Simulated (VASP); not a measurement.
# Si3N4 (P6_3/m) in VASP: relaxation of the atoms with PBE

Aim: the relaxation of the atoms of Si3N4 with PBE.

Program: VASP 6.6.1. These are calculated values, not measurements. Logs are shortened: lines on timing, memory, paths and dates and some standing lists are left out, and cuts for length are marked.

### 1 The cell of the first run

It takes space group P6_3/m (No. 176, hexagonal). The conventional cell has a = 7.614 Å, b = 7.614 Å, c = 2.912 Å, α = 90.00°, β = 90.00°, γ = 120.00°. Within 2.3 Å of Si (site symmetry m) lie 4 N at 1.72 to 1.75 Å. N (site symmetry -6) has 3 Si at 1.72 Å within 2.3 Å. N (site symmetry m) has 3 Si at 1.72 to 1.75 Å within 2.3 Å.

### 2 Relaxation of the atoms, PBE

The input, INCAR:

```
ALGO = Normal ; EDIFF = 1E-7
EDIFFG = -0.02 ; ENCUT = 520
GGA = PE ; IBRION = 2
ISIF = 2 ; ISMEAR = -1
LASPH = T ; LCHARG = F
LREAL = F ; LWAVE = F
NELM = 60 ; NSW = 80
PREC = Accurate ; SIGMA = 0.02
```

The input, KPOINTS:

```
k-points
0
Gamma
  4 4 9
```

The input, POSCAR:

```
Si3N4
1.0
    7.6140000000      0.0000000000      0.0000000000
   -3.8070000000      6.5939174244      0.0000000000
    0.0000000000      0.0000000000      2.9123000000
Si N
6 8
Direct
    0.1799000000      0.7733000000      0.2500000000
    0.4066000000      0.1799000000      0.7500000000
    0.2267000000      0.4066000000      0.2500000000
    0.8201000000      0.2267000000      0.7500000000
    0.5934000000      0.8201000000      0.2500000000
    0.7733000000      0.5934000000      0.7500000000
    0.3333333333      0.6666666667      0.2500000000
    0.6666666667      0.3333333333      0.7500000000
    0.3356000000      0.0330000000      0.2500000000
    0.3026000000      0.3356000000      0.7500000000
    0.9670000000      0.3026000000      0.2500000000
    0.6644000000      0.9670000000      0.7500000000
    0.6974000000      0.6644000000      0.2500000000
    0.0330000000      0.6974000000      0.7500000000
```

Potentials or basis: VASP PAW PBE potentials, release 64 (Si, N).

Started as:

```sh
$ cat potpaw_PBE.64/Si/POTCAR potpaw_PBE.64/N/POTCAR > POTCAR
$ mpirun -np 1 vasp_std > vasp.out
```

OUTCAR:

```text
EDIFF = 1E-7
   EDIFFG = -0.02
   ENCUT = 520
   GGA = PE
   IBRION = 2
   ISIF = 2
   ISMEAR = -1
   LASPH = T
   LREAL = F
   NELM = 60
   NSW = 80
   PREC = Accurate

 ion  position               nearest neighbor table
   1  0.180  0.773  0.250-   9 1.72   7 1.72  14 1.75  14 1.75   3 2.99   5 2.99   2 3.06   2 3.06
                             6 3.06   6 3.06
   2  0.407  0.180  0.750-  10 1.72   8 1.72   9 1.75   9 1.75   6 2.99   4 2.99   1 3.06   1 3.06
                             3 3.06   3 3.06
   3  0.227  0.407  0.250-  11 1.72   7 1.72  10 1.75  10 1.75   5 2.99   1 2.99   2 3.06   2 3.06
                             4 3.06   4 3.06
   4  0.820  0.227  0.750-  12 1.72   8 1.72  11 1.75  11 1.75   6 2.99   2 2.99   5 3.06   5 3.06
                             3 3.06   3 3.06
   5  0.593  0.820  0.250-  13 1.72   7 1.72  12 1.75  12 1.75   3 2.99   1 2.99   4 3.06   4 3.06
                             6 3.06   6 3.06
   6  0.773  0.593  0.750-  14 1.72   8 1.72  13 1.75  13 1.75   2 2.99   4 2.99   5 3.06   5 3.06
                             1 3.06   1 3.06
   7  0.333  0.667  0.250-   1 1.72   5 1.72   3 1.72
   8  0.667  0.333  0.750-   4 1.72   2 1.72   6 1.72
   9  0.336  0.033  0.250-   1 1.72   2 1.75   2 1.75
  10  0.303  0.336  0.750-   2 1.72   3 1.75   3 1.75
  11  0.967  0.303  0.250-   3 1.72   4 1.75   4 1.75
  12  0.664  0.967  0.750-   4 1.72   5 1.75   5 1.75
  13  0.697  0.664  0.250-   5 1.72   6 1.75   6 1.75
  14  0.033  0.697  0.750-   6 1.72   1 1.75   1 1.75

  LATTYP: Found a hexagonal cell.
 ALAT       =     7.6140000000
 C/A-ratio  =     0.3824927765

  Lattice vectors:

 A1 = (   7.6140000000,   0.0000000000,   0.0000000000)
 A2 = (  -3.8070000000,   6.5939174244,   0.0000000000)
 A3 = (   0.0000000000,   0.0000000000,   2.9123000000)

Analysis of symmetry for initial positions (statically):
=====================================================================
 Subroutine PRICEL returns:
 Original cell was already a primitive cell.

 Routine SETGRP: Setting up the symmetry group for a
 hexagonal supercell.

 Subroutine GETGRP returns: Found 12 space group operations
 (whereof  6 operations were pure point group operations)
 out of a pool of 24 trial point group operations.

The static configuration has the point symmetry S_6 .
 The point group associated with its full space group is C_6h.

Analysis of symmetry for dynamics (positions and initial velocities):
=====================================================================
 Subroutine PRICEL returns:
 Original cell was already a primitive cell.

 Routine SETGRP: Setting up the symmetry group for a
 hexagonal supercell.

 Subroutine GETGRP returns: Found 12 space group operations
 (whereof  6 operations were pure point group operations)
 out of a pool of 24 trial point group operations.

The dynamic configuration has the point symmetry S_6 .
 The point group associated with its full space group is C_6h.

 Subroutine INISYM returns: Found 12 space group operations
 (whereof  6 operations are pure point group operations),
 and found     1 'primitive' translations

----------------------------------------------------------------------------------------

                                     Primitive cell

  volume of cell :     146.2152

  direct lattice vectors                    reciprocal lattice vectors
     7.614000000  0.000000000  0.000000000     0.131337011  0.075827459  0.000000000
    -3.807000000  6.593917424  0.000000000     0.000000000  0.151654917  0.000000000
     0.000000000  0.000000000  2.912300000     0.000000000  0.000000000  0.343371219

  length of vectors
     7.614000000  7.614000000  2.912300000     0.151654917  0.151654917  0.343371219

  position of ions in fractional coordinates (direct lattice)
     0.179900000  0.773300000  0.250000000
     0.406600000  0.179900000  0.750000000
     0.226700000  0.406600000  0.250000000
     0.820100000  0.226700000  0.750000000
     0.593400000  0.820100000  0.250000000
     0.773300000  0.593400000  0.750000000
     0.333333333  0.666666667  0.250000000
     0.666666667  0.333333333  0.750000000
     0.335600000  0.033000000  0.250000000
     0.302600000  0.335600000  0.750000000
     0.967000000  0.302600000  0.250000000
     0.664400000  0.967000000  0.750000000
     0.697400000  0.664400000  0.250000000
     0.033000000  0.697400000  0.750000000

  ion indices of the primitive-cell ions
   primitive index   ion index
                 1           1
                 2           2
                 3           3
                 4           4
                 5           5
                 6           6
                 7           7
                 8           8
                 9           9
                10          10
                11          11
                12          12
                13          13
                14          14

----------------------------------------------------------------------------------------

 KPOINTS: k-points

Automatic generation of k-mesh.
 Grid dimensions read from file:
 generate k-points for:    4    4    9

 Generating k-lattice:

  Cartesian coordinates                     Fractional coordinates (reciprocal lattice)
     0.032834253  0.018956865  0.000000000     0.250000000  0.000000000  0.000000000
     0.000000000  0.037913729  0.000000000     0.000000000  0.250000000  0.000000000
     0.000000000  0.000000000  0.038152358     0.000000000  0.000000000  0.111111111

  Length of vectors
     0.037913729  0.037913729  0.038152358

  Shift w.r.t. Gamma in fractional coordinates (k-lattice)
     0.000000000  0.000000000  0.000000000

 Subroutine IBZKPT returns following result:
 ===========================================

 Found     20 irreducible k-points:

 Following reciprocal coordinates:
            Coordinates               Weight
  0.000000  0.000000  0.000000      1.000000
  0.250000 -0.000000  0.000000      6.000000
  0.500000 -0.000000  0.000000      3.000000
  0.250000  0.250000  0.000000      6.000000
  0.000000  0.000000  0.111111      2.000000
  0.250000 -0.000000  0.111111     12.000000
[... 12 lines left out ...]
  0.500000 -0.000000  0.444444      6.000000
  0.250000  0.250000  0.444444     12.000000
   k-points           NKPTS =     20   k-points in BZ     NKDIM =     20   number of bands    NBANDS=     40
   number of dos      NEDOS =    301   number of ions     NIONS =     14
   total plane-waves  NPLWV =  86400
   dimension x,y,z NGX =    60 NGY =   60 NGZ =   24
   dimension x,y,z NGXF=   120 NGYF=  120 NGZF=   48
   ions per type =               6   8
   NGX,Y,Z   is equivalent  to a cutoff of  13.10, 13.10, 13.70 a.u.
   NGXF,Y,Z  is equivalent  to a cutoff of  26.20, 26.20, 27.40 a.u.
 SYSTEM =  unknown system
   PREC   = accura    normal or accurate (medium, high low for compatibility)
   ISTART =      0    job   : 0-new  1-cont  2-samecut
   ICHARG =      2    charge: 1-file 2-atom 10-const
   ISPIN  =      1    spin polarized calculation?
   LNONCOLLINEAR =      F non collinear calculations
   LSORBIT =      F    spin-orbit coupling
   LASPH  =      T    aspherical Exc in radial PAW
   ENCUT  =  520.0 eV  38.22 Ry    6.18 a.u.  14.16 14.16  5.41*2*pi/ulx,y,z
   NELM   =     60;   NELMIN=  2; NELMDL= -5     # of ELM steps
   EDIFF  = 0.1E-06   stopping-criterion for ELM
   LREAL  =      F    real-space projection
   EDIFFG = -.2E-01   stopping-criterion for IOM
   NSW    =     80    number of steps for IOM
   IBRION =      2    ionic relax: 0-MD 1-quasi-New 2-CG
   NFREE  =      1    steps in history (QN), initial steepest desc. (CG)
   ISIF   =      2    stress and relaxation
   ISYM   =      2    0-nonsym 1-usesym 2-fastsym
   POTIM  = 0.5000    time-step for ionic-motion
   TEBEG  =    0.0;   TEEND  =   0.0 temperature during run
   PSTRESS=    0.0 pullay stress
   NELECT =      64.0000    total number of electrons
   NUPDOWN=      -1.0000    fix difference up-down
   EMIN   =  10.00;   EMAX   =-10.00  energy-range for DOS
   EFERMI =   0.00;   METHOD = LEGACY
   ISMEAR =    -1;   SIGMA  =   0.02  broadening in eV -4-tet -1-fermi 0-gaus
   EFERMI_NEDOS =   21; number of points for ismear=-14 and -15
   IALGO  =     38    algorithm
   IMIX   =      4    mixing-type and parameters
     AMIX     =   0.40;   BMIX     =  1.00
     AMIX_MAG =   1.60;   BMIX_MAG =  1.00
  volume/ion in A,a.u.               =      10.44        70.48
  Fermi-wavevector in a.u.,A,eV,Ry     =   1.242999  2.348927 21.021622  1.545046
  Thomas-Fermi vector in A             =   2.377329
   LORBIT       =      0    0 simple, 1 ext, 2 COOP (PROOUT), +10 PAW based schemes
   GGA     = PE    functional components
   LHFCALC =     F    Hartree Fock is set to
   AEXX    =    0.0000 exact exchange contribution
   IVDW    =     0    specifies the selected vdW correction
   LEPSILON=     F    determine dielectric tensor
   LRPA    =     F    only Hartree local field effects (RPA)
 conjugate gradient relaxation of ions
 non-spin polarized calculation
  energy-cutoff  :      520.00
  volume of cell :      146.22
 maximum number of plane-waves:      3971
 NGX is ok and might be reduce to    60
   NGX = 29   NGY = 29   NGZ = 11

--------------------------------------- Ionic step        1  -------------------------------------------

 number of electron      63.9999992 magnetization

 Free energy of the ion-electron system (eV)
  ---------------------------------------------------
  ext. energy  EPLUGINS =         0.00000000
  ---------------------------------------------------
  free energy    TOTEN  =      -114.41932338 eV

  energy without entropy =     -114.41932338  energy(sigma->0) =     -114.41932338

------------------------ aborting loop because EDIFF is reached ----------------------------------------

  FORCE on cell =-STRESS in cart. coord.  units (eV):
  Direction    XX          YY          ZZ          XY          YZ          ZX
  --------------------------------------------------------------------------------------
  -------------------------------------------------------------------------------------
  Total        5.0726350      5.0726350      2.1519687      0.0000001      0.0000000      0.0000000
  in kB       55.5842453     55.5842453     23.5805567      0.0000009      0.0000000      0.0000000
  external PRESSURE =      44.9163491 kB  Pullay stress =       0.0000000 kB
[... 125 lines left out ...]
  FREE ENERGIE OF THE ION-ELECTRON SYSTEM (eV)
  ---------------------------------------------------
  free  energy   TOTEN  =      -114.4679437313 eV

  energy  without entropy=     -114.4679437313  energy(sigma->0) =     -114.46794373

[... ionic steps 4 to 8 ...]

--------------------------------------- Ionic step        9  -------------------------------------------

 number of electron      63.9999993 magnetization

------------------------ aborting loop because EDIFF is reached ----------------------------------------
[... 91 lines left out ...]
--------------------------------------- Ionic step       11  -------------------------------------------

 number of electron      63.9999992 magnetization

 Free energy of the ion-electron system (eV)
  ---------------------------------------------------
  ext. energy  EPLUGINS =         0.00000000
  ---------------------------------------------------
  free energy    TOTEN  =      -114.51205652 eV

  energy without entropy =     -114.51205652  energy(sigma->0) =     -114.51205652

 E-fermi :   7.1545     XC(G=0): -10.7886

 val. band max:        6.7007379502   @ k =   0.0000   0.0000   0.2222
 cond. band min:      11.0171564096   @ k =   0.0000   0.0000   0.0000
 fundamental gap:      4.3164184594
 Fermi energy:         7.1544853669

 k-point     1 :       0.0000    0.0000    0.0000
  band No.  band energies     occupation
      1     -11.4690      2.00000
      2     -10.0139      2.00000
      3     -10.0139      2.00000
      4      -9.3726      2.00000
      5      -9.2431      2.00000
      6      -9.2431      2.00000
[... 890 lines left out ...]
  FREE ENERGIE OF THE ION-ELECTRON SYSTEM (eV)
  ---------------------------------------------------
  free  energy   TOTEN  =      -114.5120565217 eV

  energy  without entropy=     -114.5120565216  energy(sigma->0) =     -114.51205652

 reached required accuracy - stopping structural energy minimisation
```

Wall time 9.1 min (1 thread of Intel Xeon 6975P-C (Granite Rapids), shared host); peak memory 0.32 GiB.

Results:

* Free energy: -114.5121 eV
* Energy gained by relaxing: 6.6 meV/atom
* Ionic steps: 11
* Pressure after relaxing: 4.0 GPa
* Largest force after relaxing: 0.006 eV/Å
* Band gap on the k mesh: 4.32 eV (least direct gap 4.49 eV)

Forces in eV/Å, atoms in the order of the input:
```
Si   0.002 -0.006  0.000
Si   0.006 -0.001  0.000
Si   0.004  0.005  0.000
Si  -0.002  0.006  0.000
Si  -0.006  0.001  0.000
Si  -0.004 -0.005  0.000
N    0.000  0.000  0.000
N    0.000  0.000  0.000
N   -0.004  0.003  0.000
N   -0.005 -0.002  0.000
N   -0.001 -0.006  0.000
N    0.004 -0.003  0.000
N    0.005  0.002  0.000
N    0.001  0.006  0.000
```

Stress tensor (GPa, compression positive):
```
4.18 0.00 0.00
0.00 4.18 0.00
0.00 0.00 3.70
```

Step by step:
```
step  energy change (eV)  largest force (eV/Å)  pressure (GPa)
   1              0.0000                0.5443            4.49
   2             -0.0234                0.7985            4.59
   3             -0.0486                0.4447            4.48
   4             -0.0817                0.1728            4.38
   5             -0.0836                0.2178            4.36
   6             -0.0841                0.2582            4.27
   7             -0.0874                0.0625            4.30
   8             -0.0890                0.0529            4.26
   9             -0.0921                0.0247            4.12
  10             -0.0904                0.0462            3.83
  11             -0.0927                0.0061            4.02
```

Final structure:
```
CELL_PARAMETERS angstrom
7.61400 0.00000 0.00000
-3.80700 6.59392 0.00000
0.00000 0.00000 2.91230
ATOMIC_POSITIONS crystal
Si 0.17405 0.76796 0.25000
Si 0.40609 0.17405 0.75000
Si 0.23204 0.40609 0.25000
Si 0.82595 0.23204 0.75000
Si 0.59391 0.82595 0.25000
Si 0.76796 0.59391 0.75000
N 0.33333 0.66667 0.25000
N 0.66667 0.33333 0.75000
N 0.32980 0.02997 0.25000
N 0.29983 0.32980 0.75000
N 0.97003 0.29983 0.25000
N 0.67020 0.97003 0.75000
N 0.70017 0.67020 0.25000
N 0.02997 0.70017 0.75000
```
